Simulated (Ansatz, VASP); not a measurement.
TiB2: VASP beside Ansatz

Contents of INCAR:

```
ALGO = Normal
EDIFF = 1E-6
ENCUT = 520
GGA = PS
ISIF = 2
ISMEAR = -1
LASPH = T
LCHARG = F
LREAL = F
LWAVE = F
NBANDS = 16
NELM = 60
PREC = Accurate
SIGMA = 0.03
```

File KPOINTS:

```
k-points
0
Gamma
  14 14 11
```

Contents of POSCAR:

```
TiB2
1.0
    3.0291982016      0.0000000000      0.0000000000
   -1.5145991008      2.6233625957      0.0000000000
    0.0000000000      0.0000000000      3.2929680000
Ti B
1 2
Direct
    0.0000000000      0.0000000000      0.0000000000
    0.3333333333      0.6666666667      0.5000000000
    0.6666666667      0.3333333333      0.5000000000
```

Input for Ansatz:

```yaml
crystal:
  lattice:
    - [3.0291982016, 0.0, 0.0]
    - [-1.5145991008, 2.6233625957, 0.0]
    - [0.0, 0.0, 3.292968]
  atoms:
    - { symbol: Ti, position: [0.0, 0.0, 0.0] }
    - { symbol: B, position: [0.3333333333, 0.6666666667, 0.5] }
    - { symbol: B, position: [0.6666666667, 0.3333333333, 0.5] }
kpoints:
  mp_grid: { grid: [14, 14, 11] }
  band_path:
    path:
      - [0.0, 0.0, 0.0]
      - [0.5, 0.0, 0.0]
      - [0.3333333333, 0.3333333333, 0.0]
      - [0.0, 0.0, 0.0]
      - [0.0, 0.0, 0.5]
      - [0.5, 0.0, 0.5]
      - [0.3333333333, 0.3333333333, 0.5]
      - [0.0, 0.0, 0.5]
      - [0.5, 0.0, 0.5]
    npoints: 5
scf:
  occupations: { method: fermi_dirac, width: 0.03 }
hamiltonian:
  xc: pbesol
  pseudopotentials: { kind: all_electron, lapw: { basis_error: 0.001 } }
output:
  forces: true
  stress: true
  eigenvalues: true
```

Change from the starting cell: zz strain of +2 %.

Alike in both runs: task single point; functional PBEsol; k mesh 14 × 14 × 11; occupations fermi-dirac, width 0.03 eV; no spin polarisation.

|  | VASP | Ansatz |
| --- | --- | --- |
| version | VASP 6.6.1 | Ansatz 0.2.0 |
| potentials or method | VASP PAW PBE potentials, release 64 (Ti_sv, B), cutoff 520 eV | all-electron LAPW, scalar-relativistic |

VASP gave:

* pressure (GPa): -8.7
* traceless stress, the component that is largest in VASP (GPa): -6.41

Problem. What did Ansatz give for the same quantities?

Solution. Pressure (GPa): -9.1; traceless stress, the component that is largest in VASP (GPa): -6.31.

VASP's potentials were made for PBE, not for PBEsol. Ansatz ran all-electron here, and VASP with PAW potentials.
